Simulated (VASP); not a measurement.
# NiO (Fm-3m) in VASP: notebook, part 2 of 2

VASP 6.6.1.

### 4 Single point, PBE

INCAR

```
PREC     = Accurate       # precision mode
ENCUT    = 520            # plane-wave cutoff, eV
EDIFF    = 1E-7           # SCF threshold, eV
ISMEAR   = -1             # smearing method
SIGMA    = 0.03           # smearing width, eV
LREAL    = F              # projectors in reciprocal space
LASPH    = T              # aspherical terms in the spheres
NELM     = 100            # most SCF steps
ALGO     = Normal         # electronic algorithm
ISIF     = 2              # what is computed and relaxed
LWAVE    = F              # write WAVECAR
LCHARG   = F              # write CHGCAR
GGA      = PE             # functional
NBANDS   = 15             # bands
```

KPOINTS

```
Automatic mesh
0
Gamma
  8 8 8
```

POSCAR

```
NiO
1.0
    0.0000000000      2.0893000000      2.0893000000
    2.0893000000      0.0000000000      2.0893000000
    2.0893000000      2.0893000000      0.0000000000
O Ni
1 1
Direct
    0.5000000000      0.5000000000      0.5000000000
    0.0000000000      0.0000000000      0.0000000000
```

Potentials or basis: VASP PAW PBE potentials, release 64 (O, Ni).

Command:

```console
> cat potpaw_PBE.64/O/POTCAR potpaw_PBE.64/Ni/POTCAR > POTCAR
> mpirun -np 1 vasp_std > vasp.out
```

OUTCAR:

```text
PREC = Accurate
   ENCUT = 520
   EDIFF = 1E-7
   ISMEAR = -1
   LREAL = F
   LASPH = T
   NELM = 100
   ISIF = 2
   GGA = PE

 ion  position               nearest neighbor table
   1  0.500  0.500  0.500-   2 2.09   2 2.09   2 2.09   2 2.09   2 2.09   2 2.09
   2  0.000  0.000  0.000-   1 2.09   1 2.09   1 2.09   1 2.09   1 2.09   1 2.09

  LATTYP: Found a face centered cubic cell.
 ALAT       =     4.1786000000

  Lattice vectors:

 A1 = (   0.0000000000,   2.0893000000,   2.0893000000)
 A2 = (   2.0893000000,   0.0000000000,   2.0893000000)
 A3 = (   2.0893000000,   2.0893000000,   0.0000000000)

Analysis of symmetry for initial positions (statically):
=====================================================================
 Subroutine PRICEL returns:
 Original cell was already a primitive cell.

 Routine SETGRP: Setting up the symmetry group for a
 face centered cubic supercell.

 Subroutine GETGRP returns: Found 48 space group operations
 (whereof 48 operations were pure point group operations)
 out of a pool of 48 trial point group operations.

The static configuration has the point symmetry O_h .

Analysis of symmetry for dynamics (positions and initial velocities):
=====================================================================
 Subroutine PRICEL returns:
 Original cell was already a primitive cell.

 Routine SETGRP: Setting up the symmetry group for a
 face centered cubic supercell.

 Subroutine GETGRP returns: Found 48 space group operations
 (whereof 48 operations were pure point group operations)
 out of a pool of 48 trial point group operations.

The dynamic configuration has the point symmetry O_h .

 Subroutine INISYM returns: Found 48 space group operations
 (whereof 48 operations are pure point group operations),
 and found     1 'primitive' translations

----------------------------------------------------------------------------------------

                                     Primitive cell

  volume of cell :      18.2403
[... 118 lines left out ...]
   LEPSILON=     F    determine dielectric tensor
   LRPA    =     F    only Hartree local field effects (RPA)
 non-spin polarized calculation
  energy-cutoff  :      520.00
  volume of cell :       18.24
 maximum number of plane-waves:       531
 NGX is ok and might be reduce to    24
   NGX = 11   NGY = 11   NGZ = 11

 number of electron      16.0000004 magnetization

 Free energy of the ion-electron system (eV)
  ---------------------------------------------------
  ext. energy  EPLUGINS =         0.00000000
  ---------------------------------------------------
  free energy    TOTEN  =       -11.36347475 eV

  energy without entropy =      -11.35399850  energy(sigma->0) =      -11.35873663

 E-fermi :   7.9023     XC(G=0): -12.6794

 val. band max:        7.8998374854   @ k =  -0.3750   0.3750   0.0000
 cond. band min:       7.9042974794   @ k =  -0.2500   0.5000   0.2500
 fundamental gap:      0.0044599939
 Fermi energy:         7.9023488689

 k-point     1 :       0.0000    0.0000    0.0000
  band No.  band energies     occupation
      1     -12.5920      2.00000
      2       4.7399      2.00000
      3       4.7399      2.00000
      4       4.7399      2.00000
      5       5.9837      2.00000
      6       5.9837      2.00000
      7       5.9837      2.00000
      8       6.3055      2.00000
      9       6.3055      2.00000
     10       9.4768      0.00000
     11      25.6914      0.00000
     12      26.9391      0.00000
     13      26.9391      0.00000
     14      26.9391      0.00000
[... 401 lines left out ...]
      2       0.4268      2.00000
      3       2.0910      2.00000
      4       2.5227      2.00000
      5       6.6163      2.00000
      6       6.7608      2.00000
      7       7.0917      2.00000
      8       7.9900      0.10219
      9       8.5907      0.00000
     10      15.7719      0.00000
     11      17.2866      0.00000
     12      19.6899      0.00000
     13      22.6697      0.00000
     14      30.0430      0.00000
     15      31.0720      0.00000

 [... further k-points ...]

------------------------ aborting loop because EDIFF is reached ----------------------------------------

  FORCE on cell =-STRESS in cart. coord.  units (eV):
  Direction    XX          YY          ZZ          XY          YZ          ZX
  --------------------------------------------------------------------------------------
  -------------------------------------------------------------------------------------
  Total       -0.2352196     -0.2352196     -0.2352196      0.0000000      0.0000000     -0.0000000
  in kB      -20.6610129    -20.6610129    -20.6610129      0.0000000      0.0000000     -0.0000000
  external PRESSURE =     -20.6610129 kB  Pullay stress =       0.0000000 kB

 VOLUME and BASIS-vectors are now :
 -----------------------------------------------------------------------------
  energy-cutoff  :      520.00
  volume of cell :       18.24
      direct lattice vectors                 reciprocal lattice vectors
     0.000000000  2.089300000  2.089300000    -0.239314603  0.239314603  0.239314603
     2.089300000  0.000000000  2.089300000     0.239314603 -0.239314603  0.239314603
     2.089300000  2.089300000  0.000000000     0.239314603  0.239314603 -0.239314603

 POSITION                                       TOTAL-FORCE (eV/Angst)
 -----------------------------------------------------------------------------------
      2.08930      2.08930      2.08930         0.000000      0.000000      0.000000
      0.00000      0.00000      0.00000         0.000000     -0.000000     -0.000000
 -----------------------------------------------------------------------------------
    total drift:                                0.000000     -0.000000     -0.000000

  FREE ENERGIE OF THE ION-ELECTRON SYSTEM (eV)
  ---------------------------------------------------
  free  energy   TOTEN  =       -11.3634747532 eV

  energy  without entropy=      -11.3539984972  energy(sigma->0) =      -11.35873663
```

OSZICAR:

```text
N       E                     dE             d eps       ncg     rms          rms(c)
DAV:   1     0.794151553276E+02    0.79415E+02   -0.76487E+03   910   0.136E+03
DAV:   2    -0.933037453828E+01   -0.88746E+02   -0.77322E+02   940   0.258E+02
DAV:   3    -0.135448526495E+02   -0.42145E+01   -0.40982E+01  1059   0.610E+01
DAV:   4    -0.135846494241E+02   -0.39797E-01   -0.39783E-01  1039   0.578E+00
DAV:   5    -0.135855658273E+02   -0.91640E-03   -0.91640E-03  1118   0.904E-01    0.128E+01
DAV:   6    -0.129427828112E+02    0.64278E+00   -0.13366E+01   900   0.687E+01    0.149E+01
DAV:   7    -0.114293624719E+02    0.15134E+01   -0.56030E+00   912   0.597E+01    0.488E+00
DAV:   8    -0.113665296149E+02    0.62833E-01   -0.39546E-01  1089   0.108E+01    0.185E+00
DAV:   9    -0.113642938129E+02    0.22358E-02   -0.28546E-02   975   0.219E+00    0.264E-01
DAV:  10    -0.113635511753E+02    0.74264E-03   -0.41671E-03  1088   0.141E+00    0.104E-01
DAV:  11    -0.113634804835E+02    0.70692E-04   -0.55226E-04  1296   0.354E-01    0.401E-02
DAV:  12    -0.113634742658E+02    0.62177E-05   -0.35221E-05  1144   0.852E-02    0.453E-03
DAV:  13    -0.113634747147E+02   -0.44891E-06   -0.16466E-06  1260   0.154E-02    0.129E-03
DAV:  14    -0.113634747532E+02   -0.38539E-07   -0.12413E-07   724   0.716E-03
   1 F= -.11363475E+02 E0= -.11358737E+02  d E =-.947626E-02
```

stdout:

```text
POSCAR found type information on POSCAR O Ni
 POSCAR found :  2 types and       2 ions
 scaLAPACK will be used
 LDA part: xc-table for (Slater+PW92), standard interpolation
 POSCAR, INCAR and KPOINTS ok, starting setup
 FFT: planning ... GRIDC
 FFT: planning ... GRID_SOFT
 FFT: planning ... GRID
 WAVECAR not read
 entering main loop
```

Run time: 14 s. Hardware: 1 thread of AMD EPYC 7R43 (Zen 3), shared host; peak memory 0.1 GiB.

What came out:

- Free energy: -11.3635 eV
- Pressure: -2.1 GPa
- Band gap on the k mesh: zero (band 8 reaches 9.12 eV, above the bottom of band 9 at 6.31 eV)

Caveat: the run has no spin polarisation, though such a crystal can be magnetic; semilocal functionals often make such compounds metallic where correlation or magnetic order opens a gap, which also shifts bond lengths. Spin polarisation is off, so any magnetic state and its effect on volume and gap are missing.

### 5 Against experiment

Step 3. A measured gap of NiO is 4.3 eV (quoted in “Local correlations, non-local screening, multiplets, and band formation in NiO”, 2012, arxiv:1210.6675); the calculated 0.00 eV misses it by -4.30 eV. So large a miss can be the level of theory's own, or it may mean another phase, state or a wrong row. The value is that of PBE on a finite k mesh, which can miss the band edges, without temperature or zero-point motion. Semilocal functionals fall short of measured gaps as a rule.

Step 4. Measured gap of NiO: 4.3 eV (quoted in “Local correlations, non-local screening, multiplets, and band formation in NiO”, 2012, arxiv:1210.6675). This calculation gives 0.00 eV (-4.30 eV). So large a miss can be the level of theory's own, or it may mean another phase, state or a wrong row. The value is that of PBE on a finite k mesh, which can miss the band edges, without temperature or zero-point motion. Semilocal functionals fall short of measured gaps as a rule.
